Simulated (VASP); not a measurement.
**BeSe: single point with PBEsol**

BeSe:

```
Be Se
1.0
     0.00000    2.55967    2.55967
     2.55967    0.00000    2.55967
     2.55967    2.55967    0.00000
Be Se
1 1
Direct
  0.00000 0.00000 0.00000
  0.75000 0.75000 0.75000
```

This cell differs from its parent crystal: Te replaced by Se, lengths x 0.954, strained.

```json
{
  "Program": "VASP 6.6.1",
  "Task": "single point",
  "Functional": "PBEsol",
  "Potentials or basis": "VASP PAW PBE potentials, release 64 (Be, Se)",
  "Cutoff": "600 eV",
  "k mesh": "6 × 6 × 6",
  "Occupations": "gaussian, width 0.1 eV",
  "Spin": "no spin polarisation"
}
```

* Pressure: 0.8 GPa
* Band gap on the k mesh: 2.44 eV, indirect (least direct gap 4.33 eV)

Levels at points of the mesh, in eV from the valence-band top:
```csv
k point,band 1,band 2,band 3,band 4,band 5,band 6,band 7,band 8
"(0.00, 0.00, 0.00)",-13.93,0.00,0.00,0.00,4.33,4.97,4.97,4.97
"(0.50, 0.00, 0.00)",-12.53,-5.85,-1.10,-1.10,4.31,5.91,5.91,9.84
"(0.50, 0.50, 0.00)",-12.06,-5.19,-2.73,-2.73,2.44,4.11,11.80,11.80
```

Run time: 16 s on 1 thread of Intel Xeon 8259CL, on a shared host, peak memory 0.17 GiB.

Caveat: the cell differs from its parent crystal (Te replaced by Se, lengths x 0.954, strained); the PAW data sets were made with another functional, which shifts forces and pressure a little. A k mesh can miss the band edges.
